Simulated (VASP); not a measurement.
# SnSe (P6_3mc) in VASP: single point with PBE

Aim: the single point of SnSe with PBE.

Program: VASP 6.6.1. These are calculated values, not measurements. Logs are shortened: lines on timing, memory, paths and dates and some standing lists are left out, and cuts for length are marked.

### 1 The cell of the first run

The structure is hexagonal, space group P6_3mc (No. 186). The conventional cell has a = 5.075 Å, b = 5.075 Å, c = 6.174 Å, α = 90.00°, β = 90.00°, γ = 120.00°. Within 3.7 Å of Sn (site symmetry 3m) lie 5 Se at 2.80 to 3.38 Å. Within 3.7 Å of Se (site symmetry 3m) lie 5 Sn at 2.80 to 3.38 Å.

### 2 Single point, PBE

Contents of INCAR:

```
PREC     = Accurate       # precision mode
ENCUT    = 520            # plane-wave cutoff, eV
EDIFF    = 1E-7           # SCF threshold, eV
ISMEAR   = 0              # smearing method
SIGMA    = 0.01           # smearing width, eV
LREAL    = False          # projectors in reciprocal space
LASPH    = True           # aspherical terms in the spheres
NELM     = 60             # most SCF steps
ALGO     = Normal         # electronic algorithm
ISIF     = 2              # what is computed and relaxed
LWAVE    = False          # write WAVECAR
LCHARG   = False          # write CHGCAR
GGA      = PE             # functional
NBANDS   = 28             # bands
```

Contents of KPOINTS:

```
Automatic mesh
0
Gamma
  6 6 4
```

Contents of POSCAR:

```
SnSe
1.0
    5.0747781426      0.0000000000      0.0000000000
   -2.5373890713      4.3948867901      0.0000000000
    0.0000000000      0.0000000000      6.1736757435
Sn Se
2 2
Direct
    0.3333333333      0.6666666667     -0.0391356268
    0.6666666667      0.3333333333      0.4608643732
    0.3333333333      0.6666666667      0.4141356268
    0.6666666667      0.3333333333      0.9141356268
```

Potentials or basis: VASP PAW PBE potentials, release 64 (Sn_d, Se).

Run with:

```
$ cat potpaw_PBE.64/Sn_d/POTCAR potpaw_PBE.64/Se/POTCAR > POTCAR
$ mpirun -np 1 vasp_std > vasp.out
```

OUTCAR:

```text
PREC = Accurate
   ENCUT = 520
   EDIFF = 1E-7
   ISMEAR = 0
   LREAL = False
   LASPH = True
   NELM = 60
   ISIF = 2
   GGA = PE

 ion  position               nearest neighbor table
   1  0.333  0.667  0.961-   3 2.80   4 2.94   4 2.94   4 2.94
   2  0.667  0.333  0.461-   4 2.80   3 2.94   3 2.94   3 2.94
   3  0.333  0.667  0.414-   1 2.80   2 2.94   2 2.94   2 2.94
   4  0.667  0.333  0.914-   2 2.80   1 2.94   1 2.94   1 2.94

  LATTYP: Found a hexagonal cell.
 ALAT       =     5.0747781426
 C/A-ratio  =     1.2165410132

  Lattice vectors:

 A1 = (   5.0747781426,   0.0000000000,   0.0000000000)
 A2 = (  -2.5373890713,   4.3948867901,   0.0000000000)
 A3 = (   0.0000000000,   0.0000000000,   6.1736757435)

Analysis of symmetry for initial positions (statically):
=====================================================================
 Subroutine PRICEL returns:
 Original cell was already a primitive cell.

 Routine SETGRP: Setting up the symmetry group for a
 hexagonal supercell.

 Subroutine GETGRP returns: Found 12 space group operations
 (whereof  6 operations were pure point group operations)
 out of a pool of 24 trial point group operations.

The static configuration has the point symmetry C_3v.
 The point group associated with its full space group is C_6v.

Analysis of symmetry for dynamics (positions and initial velocities):
=====================================================================
 Subroutine PRICEL returns:
 Original cell was already a primitive cell.

 Routine SETGRP: Setting up the symmetry group for a
 hexagonal supercell.

 Subroutine GETGRP returns: Found 12 space group operations
 (whereof  6 operations were pure point group operations)
 out of a pool of 24 trial point group operations.

The dynamic configuration has the point symmetry C_3v.
 The point group associated with its full space group is C_6v.

 Subroutine INISYM returns: Found 12 space group operations
 (whereof  6 operations are pure point group operations),
 and found     1 'primitive' translations

----------------------------------------------------------------------------------------

                                     Primitive cell

  volume of cell :     137.6920

  direct lattice vectors                    reciprocal lattice vectors
     5.074778143  0.000000000  0.000000000     0.197052949  0.113768573  0.000000000
    -2.537389071  4.394886790  0.000000000     0.000000000  0.227537147  0.000000000
     0.000000000  0.000000000  6.173675743     0.000000000  0.000000000  0.161978057

[... 84 lines left out ...]
   LREAL  =      F    real-space projection
   EDIFFG = 0.1E-05   stopping-criterion for IOM
   NSW    =      0    number of steps for IOM
   IBRION =     -1    ionic relax: 0-MD 1-quasi-New 2-CG
   NFREE  =      0    steps in history (QN), initial steepest desc. (CG)
   ISIF   =      2    stress and relaxation
   ISYM   =      2    0-nonsym 1-usesym 2-fastsym
   POTIM  = 0.5000    time-step for ionic-motion
   TEBEG  =    0.0;   TEEND  =   0.0 temperature during run
   PSTRESS=    0.0 pullay stress
   NELECT =      40.0000    total number of electrons
   NUPDOWN=      -1.0000    fix difference up-down
   EMIN   =  10.00;   EMAX   =-10.00  energy-range for DOS
   EFERMI =   0.00;   METHOD = LEGACY
   ISMEAR =     0;   SIGMA  =   0.01  broadening in eV -4-tet -1-fermi 0-gaus
   EFERMI_NEDOS =   21; number of points for ismear=-14 and -15
   IALGO  =     38    algorithm
   IMIX   =      4    mixing-type and parameters
     AMIX     =   0.40;   BMIX     =  1.00
     AMIX_MAG =   1.60;   BMIX_MAG =  1.00
  volume/ion in A,a.u.               =      34.42       232.30
  Fermi-wavevector in a.u.,A,eV,Ry     =   1.084240  2.048916 15.994679  1.175576
  Thomas-Fermi vector in A             =   2.220325
   LORBIT       =      0    0 simple, 1 ext, 2 COOP (PROOUT), +10 PAW based schemes
   GGA     = PE    functional components
   LHFCALC =     F    Hartree Fock is set to
   AEXX    =    0.0000 exact exchange contribution
   IVDW    =     0    specifies the selected vdW correction
   LEPSILON=     F    determine dielectric tensor
   LRPA    =     F    only Hartree local field effects (RPA)
 non-spin polarized calculation
 Gauss-broadening in eV      SIGMA  =   0.01
  energy-cutoff  :      520.00
  volume of cell :      137.69
 maximum number of plane-waves:      3740
 NGX is ok and might be reduce to    40
   NGX = 19   NGY = 19   NGZ = 23

 number of electron      40.0000006 magnetization

 Free energy of the ion-electron system (eV)
  ---------------------------------------------------
  ext. energy  EPLUGINS =         0.00000000
  ---------------------------------------------------
  free energy    TOTEN  =       -16.02211205 eV

  energy without entropy =      -16.02211205  energy(sigma->0) =      -16.02211205

 E-fermi :   3.7938     XC(G=0):  -8.2689

 val. band max:        3.7015151408   @ k =   0.3333   0.3333   0.5000
 cond. band min:       4.5813745830   @ k =   0.3333   0.3333   0.5000
 fundamental gap:      0.8798594422
 Fermi energy:         3.7938208810

 k-point     1 :       0.0000    0.0000    0.0000
  band No.  band energies     occupation
      1     -18.0085      2.00000
      2     -18.0063      2.00000
      3     -18.0063      2.00000
      4     -18.0061      2.00000
      5     -18.0061      2.00000
      6     -17.9895      2.00000
[... 640 lines left out ...]
     27       9.3729      0.00000
     28       9.3729      0.00000

------------------------ aborting loop because EDIFF is reached ----------------------------------------

  FORCE on cell =-STRESS in cart. coord.  units (eV):
  Direction    XX          YY          ZZ          XY          YZ          ZX
  --------------------------------------------------------------------------------------
  -------------------------------------------------------------------------------------
  Total        0.6013412      0.6013412      1.0326627     -0.0000000      0.0000000      0.0000000
  in kB        6.9971785      6.9971785     12.0160159     -0.0000000      0.0000000      0.0000000
  external PRESSURE =       8.6701243 kB  Pullay stress =       0.0000000 kB

 VOLUME and BASIS-vectors are now :
 -----------------------------------------------------------------------------
  energy-cutoff  :      520.00
  volume of cell :      137.69
      direct lattice vectors                 reciprocal lattice vectors
     5.074778143  0.000000000  0.000000000     0.197052949  0.113768573  0.000000000
    -2.537389071  4.394886790  0.000000000     0.000000000  0.227537147  0.000000000
     0.000000000  0.000000000  6.173675743     0.000000000  0.000000000  0.161978057

 POSITION                                       TOTAL-FORCE (eV/Angst)
 -----------------------------------------------------------------------------------
     -0.00000      2.92992      5.93207        -0.000000     -0.000000     -0.111688
      2.53739      1.46496      2.84523         0.000000      0.000000     -0.111688
     -0.00000      2.92992      2.55674        -0.000000      0.000000      0.111688
      2.53739      1.46496      5.64358         0.000000     -0.000000      0.111688
 -----------------------------------------------------------------------------------
    total drift:                               -0.000000      0.000000      0.000533

  FREE ENERGIE OF THE ION-ELECTRON SYSTEM (eV)
  ---------------------------------------------------
  free  energy   TOTEN  =       -16.0221120513 eV

  energy  without entropy=      -16.0221120513  energy(sigma->0) =      -16.02211205
```

stdout:

```text
POSCAR found type information on POSCAR SnSe
 POSCAR found :  2 types and       4 ions
 scaLAPACK will be used
 LDA part: xc-table for (Slater+PW92), standard interpolation
 POSCAR, INCAR and KPOINTS ok, starting setup
 FFT: planning ... GRIDC
 FFT: planning ... GRID_SOFT
 FFT: planning ... GRID
 WAVECAR not read
 entering main loop
```

Run time: 2.4 min. Hardware: 1 thread of AMD EPYC 7R13, shared host; peak memory 0.26 GiB.

What came out:

```yaml
Free_energy: -16.0221 eV
Pressure: 0.9 GPa
Largest_force: 0.112 eV/Å
Band_gap_on_the_k_mesh: 0.88 eV
```

Forces on the atoms (eV/Å):
```
Sn   0.000  0.000 -0.112
Sn   0.000  0.000 -0.112
Se   0.000  0.000  0.112
Se   0.000  0.000  0.112
```

Stress tensor (GPa, compression positive):
```
0.70 0.00 0.00
0.00 0.70 0.00
0.00 0.00 1.20
```

Levels at points of the mesh, in eV from the valence-band top:
```tsv
k point	band 16	band 17	band 18	band 19	band 20	band 21	band 22	band 23	band 24	band 25
(0.00, 0.00, 0.00)	-3.58	-3.58	-2.32	-2.32	-2.30	1.07	1.07	2.64	2.64	4.15
(0.50, 0.00, 0.00)	-4.18	-3.43	-2.66	-2.11	-0.77	2.13	2.90	2.97	3.80	4.61
(0.00, 0.00, 0.50)	-2.99	-2.99	-2.99	-1.64	-1.64	1.54	1.54	1.54	1.54	2.03
(0.50, 0.00, 0.50)	-3.52	-2.50	-2.50	-0.84	-0.84	1.04	1.04	2.74	2.74	3.63
```

Caveat: the structure was generated, so it needn't be the stable form of SnSe; spin-orbit coupling is left out, which moves the levels of the heavy elements.
